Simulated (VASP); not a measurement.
A run of VASP 6.6.1 is set up as follows.

File INCAR:

```
  PREC = Accurate
  ENCUT = 520
  EDIFF = 1E-7
  ISMEAR = -1
  SIGMA = 0.08
  LREAL = F
  LASPH = T
  NELM = 60
  ALGO = Normal
  ISIF = 2
  LWAVE = F
  LCHARG = F
  GGA = PE
  NBANDS = 17
```

The input KPOINTS:

```
regular mesh
0
Gamma
  11 11 11
```

The input POSCAR:

```
SnTe
1.0
    0.0000000000      3.2184078740      3.2184078740
    3.2184078740      0.0000000000      3.2184078740
    3.2184078740      3.2184078740      0.0000000000
Sn Te
1 1
Direct
    0.0000000000      0.0000000000      0.0000000000
    0.5000000000      0.5000000000      0.5000000000
```

Potentials or basis: VASP PAW PBE potentials, release 64 (Sn_d, Te).

Command:

```sh
$ cat potpaw_PBE.64/Sn_d/POTCAR potpaw_PBE.64/Te/POTCAR > POTCAR
$ mpirun -np 1 vasp_std > vasp.out
```

Question: What does it give for the pressure?

Answer: -0.5 GPa.
